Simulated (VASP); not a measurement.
# MgO (P1) in VASP: single point with PBE

Aim: the single point of MgO with PBE.

Everything below comes from runs of VASP 6.6.1. Logs are shortened: lines on timing, memory, paths and dates and some standing lists are left out, and cuts for length are marked.

### Step 1. The cell of the first run

The typed cell holds 8 atoms: a = 4.270 Å, b = 4.270 Å, c = 4.270 Å, α = 90.00°, β = 90.00°, γ = 90.00°.

### Step 2. Single point, PBE (atoms moved at random)

INCAR reads:

```
SYSTEM = MgO
PREC = Accurate
ENCUT = 520
EDIFF = 1E-6
ISMEAR = 0
SIGMA = 0.05
LREAL = .FALSE.
LASPH = .TRUE.
NELM = 60
ALGO = Normal
ISIF = 2
LWAVE = .FALSE.
LCHARG = .FALSE.
GGA = PE
NBANDS = 26
```

KPOINTS reads:

```
Automatic mesh
0
G
  6 6 6
  0 0 0
```

POSCAR reads:

```
MgO
1.0
    4.2703000000      0.0000000000      0.0000000000
    0.0000000000     -4.2703000000      0.0000000000
    0.0000000000      0.0000000000     -4.2703000000
Mg O
4 4
Direct
    0.0085111243      0.4707858110      0.5101592875
    0.5004374891     -0.0057998252      0.5251436671
    0.4965124728      0.4710686855     -0.0471029159
    0.0338899724      0.0299020404      0.0222424871
    0.4794722772     -0.0097418483      0.0064454113
   -0.0394396869      0.5006492616      0.0045021906
    0.0163845399      0.0128799171      0.4397347400
    0.5042318113      0.5302559579      0.5388751323
```

Potentials or basis: VASP PAW PBE potentials, release 64 (Mg, O).

Launch:

```console
> cat potpaw_PBE.64/Mg/POTCAR potpaw_PBE.64/O/POTCAR > POTCAR
> mpirun -np 1 vasp_std > vasp.out
```

OUTCAR:

```text
SYSTEM = MgO
   PREC = Accurate
   ENCUT = 520
   EDIFF = 1E-6
   ISMEAR = 0
   LREAL = .FALSE.
   LASPH = .TRUE.
   NELM = 60
   ISIF = 2
   GGA = PE

 ion  position               nearest neighbor table
   1  0.009  0.471  0.510-   7 1.98   6 2.12   8 2.14   8 2.17   6 2.17   7 2.33   4 2.81   3 2.81
                             4 2.89   3 2.89   2 2.93   2 2.98   2 3.07   2 3.12   3 3.16   4 3.17
   2  0.500  0.994  0.525-   8 1.98   5 2.06   7 2.10   5 2.22   7 2.23   8 2.29   3 2.74   3 2.89
                             4 2.92   1 2.93   4 2.93   1 2.98   1 3.07   1 3.12   4 3.12   4 3.13
   3  0.497  0.471  0.953-   8 1.79   6 2.00   5 2.07   5 2.23   6 2.30   8 2.52   2 2.74   4 2.75
                             1 2.81   2 2.89   1 2.89   4 2.98   4 3.11   1 3.16   2 3.18   1 3.23
   4  0.034  0.030  0.022-   7 1.79   5 1.91   6 2.04   6 2.28   5 2.37   7 2.49   3 2.75   1 2.81
                             1 2.89   2 2.92   2 2.93   3 2.98   3 3.11   2 3.12   2 3.13   1 3.17
   5  0.479  0.990  0.006-   4 1.91   2 2.06   3 2.07   2 2.22   3 2.23   4 2.37
   6  0.961  0.501  0.005-   3 2.00   4 2.04   1 2.12   1 2.17   4 2.28   3 2.30
   7  0.016  0.013  0.440-   4 1.79   1 1.98   2 2.10   2 2.23   1 2.33   4 2.49
   8  0.504  0.530  0.539-   3 1.79   2 1.98   1 2.14   1 2.17   2 2.29   3 2.52

  LATTYP: Found a simple cubic cell.
 ALAT       =     4.2703000000

  Lattice vectors:

 A1 = (   4.2703000000,   0.0000000000,   0.0000000000)
 A2 = (   0.0000000000,  -4.2703000000,   0.0000000000)
 A3 = (   0.0000000000,   0.0000000000,  -4.2703000000)

Analysis of symmetry for initial positions (statically):
=====================================================================
 Subroutine PRICEL returns:
 Original cell was already a primitive cell.

 Routine SETGRP: Setting up the symmetry group for a
 simple cubic supercell.

 Subroutine GETGRP returns: Found  1 space group operations
 (whereof  1 operations were pure point group operations)
 out of a pool of 48 trial point group operations.

The static configuration has the point symmetry C_1 .

Analysis of symmetry for dynamics (positions and initial velocities):
=====================================================================
 Subroutine PRICEL returns:
 Original cell was already a primitive cell.

 Routine SETGRP: Setting up the symmetry group for a
 simple cubic supercell.

 Subroutine GETGRP returns: Found  1 space group operations
 (whereof  1 operations were pure point group operations)
 out of a pool of 48 trial point group operations.

The dynamic configuration has the point symmetry C_1 .

 Subroutine INISYM returns: Found  1 space group operations
 (whereof  1 operations are pure point group operations),
 and found     1 'primitive' translations

----------------------------------------------------------------------------------------

                                     Primitive cell

  volume of cell :      77.8709

  direct lattice vectors                    reciprocal lattice vectors
     4.270300000  0.000000000  0.000000000     0.234175585  0.000000000  0.000000000
     0.000000000 -4.270300000  0.000000000     0.000000000 -0.234175585  0.000000000
     0.000000000  0.000000000 -4.270300000     0.000000000  0.000000000 -0.234175585

  length of vectors
     4.270300000  4.270300000  4.270300000     0.234175585  0.234175585  0.234175585

  position of ions in fractional coordinates (direct lattice)
     0.008511124  0.470785811  0.510159288
     0.500437489  0.994200175  0.525143667
     0.496512473  0.471068686  0.952897084
     0.033889972  0.029902040  0.022242487
     0.479472277  0.990258152  0.006445411
     0.960560313  0.500649262  0.004502191
     0.016384540  0.012879917  0.439734740
     0.504231811  0.530255958  0.538875132

  ion indices of the primitive-cell ions
   primitive index   ion index
                 1           1
                 2           2
                 3           3
                 4           4
                 5           5
                 6           6
                 7           7
                 8           8

----------------------------------------------------------------------------------------

 KPOINTS: Automatic mesh

Automatic generation of k-mesh.
 Grid dimensions read from file:
 generate k-points for:    6    6    6

 Generating k-lattice:

  Cartesian coordinates                     Fractional coordinates (reciprocal lattice)
     0.039029264  0.000000000  0.000000000     0.166666667  0.000000000  0.000000000
     0.000000000 -0.039029264  0.000000000     0.000000000  0.166666667  0.000000000
     0.000000000  0.000000000 -0.039029264     0.000000000  0.000000000  0.166666667

  Length of vectors
     0.039029264  0.039029264  0.039029264

  Shift w.r.t. Gamma in fractional coordinates (k-lattice)
     0.000000000  0.000000000  0.000000000

 Subroutine IBZKPT returns following result:
 ===========================================

 Found    112 irreducible k-points:

 Following reciprocal coordinates:
            Coordinates               Weight
  0.000000  0.000000  0.000000      1.000000
  0.166667  0.000000  0.000000      2.000000
  0.000000  0.166667  0.000000      2.000000
  0.000000  0.000000  0.166667      2.000000
  0.333333  0.000000  0.000000      2.000000
  0.000000  0.333333  0.000000      2.000000
[... 16 lines left out ...]
  0.000000 -0.333333  0.166667      2.000000
 -0.166667  0.000000  0.333333      2.000000
 [... further k-points ...]
   k-points           NKPTS =    112   k-points in BZ     NKDIM =    112   number of bands    NBANDS=     26
   number of dos      NEDOS =    301   number of ions     NIONS =      8
   total plane-waves  NPLWV =  32768
   dimension x,y,z NGX =    32 NGY =   32 NGZ =   32
   dimension x,y,z NGXF=    64 NGYF=   64 NGZF=   64
   ions per type =               4   4
   NGX,Y,Z   is equivalent  to a cutoff of  12.46, 12.46, 12.46 a.u.
   NGXF,Y,Z  is equivalent  to a cutoff of  24.92, 24.92, 24.92 a.u.
 SYSTEM =  MgO
   PREC   = accura    normal or accurate (medium, high low for compatibility)
   ISTART =      0    job   : 0-new  1-cont  2-samecut
   ICHARG =      2    charge: 1-file 2-atom 10-const
   ISPIN  =      1    spin polarized calculation?
   LNONCOLLINEAR =      F non collinear calculations
   LSORBIT =      F    spin-orbit coupling
   LASPH  =      T    aspherical Exc in radial PAW
   ENCUT  =  520.0 eV  38.22 Ry    6.18 a.u.   7.94  7.94  7.94*2*pi/ulx,y,z
   NELM   =     60;   NELMIN=  2; NELMDL= -5     # of ELM steps
   EDIFF  = 0.1E-05   stopping-criterion for ELM
   LREAL  =      F    real-space projection
   EDIFFG = 0.1E-04   stopping-criterion for IOM
   NSW    =      0    number of steps for IOM
   IBRION =     -1    ionic relax: 0-MD 1-quasi-New 2-CG
   NFREE  =      0    steps in history (QN), initial steepest desc. (CG)
   ISIF   =      2    stress and relaxation
   ISYM   =      2    0-nonsym 1-usesym 2-fastsym
   POTIM  = 0.5000    time-step for ionic-motion
   TEBEG  =    0.0;   TEEND  =   0.0 temperature during run
   PSTRESS=    0.0 pullay stress
   NELECT =      32.0000    total number of electrons
   NUPDOWN=      -1.0000    fix difference up-down
   EMIN   =  10.00;   EMAX   =-10.00  energy-range for DOS
   EFERMI =   0.00;   METHOD = LEGACY
   ISMEAR =     0;   SIGMA  =   0.05  broadening in eV -4-tet -1-fermi 0-gaus
   EFERMI_NEDOS =   21; number of points for ismear=-14 and -15
   IALGO  =     38    algorithm
   IMIX   =      4    mixing-type and parameters
     AMIX     =   0.40;   BMIX     =  1.00
     AMIX_MAG =   1.60;   BMIX_MAG =  1.00
  volume/ion in A,a.u.               =       9.73        65.69
  Fermi-wavevector in a.u.,A,eV,Ry     =   1.217119  2.300022 20.155386  1.481379
  Thomas-Fermi vector in A             =   2.352450
   LORBIT       =      0    0 simple, 1 ext, 2 COOP (PROOUT), +10 PAW based schemes
   GGA     = PE    functional components
   LHFCALC =     F    Hartree Fock is set to
   AEXX    =    0.0000 exact exchange contribution
   IVDW    =     0    specifies the selected vdW correction
   LEPSILON=     F    determine dielectric tensor
   LRPA    =     F    only Hartree local field effects (RPA)
 non-spin polarized calculation
 Gauss-broadening in eV      SIGMA  =   0.05
  energy-cutoff  :      520.00
  volume of cell :       77.87
 maximum number of plane-waves:      2176
   NGX = 15   NGY = 15   NGZ = 15

 number of electron      32.0000002 magnetization

 Free energy of the ion-electron system (eV)
  ---------------------------------------------------
  ext. energy  EPLUGINS =         0.00000000
  ---------------------------------------------------
  free energy    TOTEN  =       -45.72173895 eV

  energy without entropy =      -45.72173895  energy(sigma->0) =      -45.72173895

 E-fermi :   3.1115     XC(G=0): -10.8398

 val. band max:        2.8165874503   @ k =   0.0000   0.0000   0.0000
 cond. band min:       6.9694607425   @ k =   0.0000   0.0000   0.0000
 fundamental gap:      4.1528732922
 Fermi energy:         3.1115036418

 k-point     1 :       0.0000    0.0000    0.0000
  band No.  band energies     occupation
      1     -14.2642      2.00000
      2     -12.9497      2.00000
      3     -12.7920      2.00000
      4     -12.7084      2.00000
      5      -1.0662      2.00000
      6      -1.0203      2.00000
[... 18 lines left out ...]
     25      15.6069      0.00000
     26      15.9919      0.00000

 k-point     2 :       0.1667    0.0000    0.0000
  band No.  band energies     occupation
      1     -14.1760      2.00000
      2     -13.0068      2.00000
      3     -12.8139      2.00000
      4     -12.7049      2.00000
      5      -0.9990      2.00000
      6      -0.9241      2.00000
[... 18 lines left out ...]
     25      15.5255      0.00000
[... 608 lines left out ...]
     25      15.4163      0.00000
     26      16.0807      0.00000

 k-point    24 :      -0.1667    0.0000    0.3333
  band No.  band energies     occupation
      1     -13.8584      2.00000
      2     -13.2137      2.00000
      3     -12.8412      2.00000
      4     -12.7308      2.00000
      5      -0.6406      2.00000
      6      -0.4723      2.00000
[... 18 lines left out ...]
     25      15.5140      0.00000
     26      16.2535      0.00000

 [... further k-points ...]

------------------------ aborting loop because EDIFF is reached ----------------------------------------

  FORCE on cell =-STRESS in cart. coord.  units (eV):
  Direction    XX          YY          ZZ          XY          YZ          ZX
  --------------------------------------------------------------------------------------
  -------------------------------------------------------------------------------------
  Total        1.8967639      1.4938267      9.8982433      0.0230799     -0.4665871      0.1600379
  in kB       39.0255206     30.7351711    203.6542825      0.4748644     -9.5999327      3.2927457
  external PRESSURE =      91.1383247 kB  Pullay stress =       0.0000000 kB

 VOLUME and BASIS-vectors are now :
 -----------------------------------------------------------------------------
  energy-cutoff  :      520.00
  volume of cell :       77.87
      direct lattice vectors                 reciprocal lattice vectors
     4.270300000  0.000000000  0.000000000     0.234175585  0.000000000  0.000000000
     0.000000000 -4.270300000  0.000000000     0.000000000 -0.234175585  0.000000000
     0.000000000  0.000000000 -4.270300000     0.000000000  0.000000000 -0.234175585

 POSITION                                       TOTAL-FORCE (eV/Angst)
 -----------------------------------------------------------------------------------
      0.03635     -2.01040     -2.17853        -0.549153     -1.761482      0.732893
      2.13702     -4.24553     -2.24252         0.434151      0.191729      1.326407
      2.12026     -2.01160     -4.06916         0.133076     -1.151053     -3.987495
      0.14472     -0.12769     -0.09498        -1.850111      1.453404      2.240324
      2.04749     -4.22870     -0.02752         1.178013     -0.688747      0.569957
      4.10188     -2.13792     -0.01923         1.640758      0.182493      0.530395
      0.06997     -0.05500     -1.87780        -0.582831      0.357421     -4.506610
      2.15322     -2.26435     -2.30116        -0.403903      1.416236      3.094129
 -----------------------------------------------------------------------------------
    total drift:                                0.001157      0.000866     -0.000647

  FREE ENERGIE OF THE ION-ELECTRON SYSTEM (eV)
  ---------------------------------------------------
  free  energy   TOTEN  =       -45.7217389466 eV

  energy  without entropy=      -45.7217389466  energy(sigma->0) =      -45.72173895
```

It took 2.4 min on 1 thread of AMD EPYC 7R13 (Zen 3), shared host; peak memory 0.27 GiB.

What came out:

| Property | Result |
| --- | --- |
| Free energy | -45.7217 eV |
| Pressure | 9.1 GPa |
| Largest force | 4.558 eV/Å |
| Band gap on the k mesh | 4.15 eV |

Forces in eV/Å, atoms in the order of the input:
```
Mg  -0.549 -1.761  0.733
Mg   0.434  0.192  1.326
Mg   0.133 -1.151 -3.987
Mg  -1.850  1.453  2.240
O    1.178 -0.689  0.570
O    1.641  0.182  0.530
O   -0.583  0.357 -4.507
O   -0.404  1.416  3.094
```

Levels at points of the mesh, in eV from the valence-band top:
```csv
k point,band 12,band 13,band 14,band 15,band 16,band 17,band 18,band 19,band 20,band 21
"(0.00, 0.00, 0.00)",-1.20,-1.15,-0.08,-0.02,0.00,4.15,8.52,8.79,9.19,9.46
"(0.50, 0.00, 0.00)",-1.52,-0.82,-0.68,-0.62,-0.53,7.14,7.39,9.55,10.01,10.39
"(0.00, 0.50, 0.00)",-1.50,-0.75,-0.72,-0.59,-0.57,7.01,7.62,9.58,9.65,10.29
"(0.00, 0.00, 0.50)",-1.51,-0.76,-0.72,-0.60,-0.55,6.92,7.54,9.63,10.13,10.69
"(0.50, 0.50, 0.00)",-1.59,-0.67,-0.47,-0.42,-0.35,7.99,8.43,9.04,9.35,10.40
"(0.00, 0.50, 0.50)",-1.53,-0.75,-0.59,-0.41,-0.37,7.86,8.53,8.62,9.66,10.04
"(0.50, 0.00, 0.50)",-1.43,-0.70,-0.58,-0.44,-0.37,8.00,8.21,8.67,9.53,10.27
"(0.50, 0.50, 0.50)",-0.60,-0.53,-0.47,-0.44,-0.41,7.11,7.41,7.72,7.90,11.47
```

Caveat: the cell differs from its parent crystal (atoms moved at random); the stress differs along the axes, from 3 to 20 GPa; forces of over 1 eV/Å act on the atoms, so gaps and moduli don't describe the material at rest.
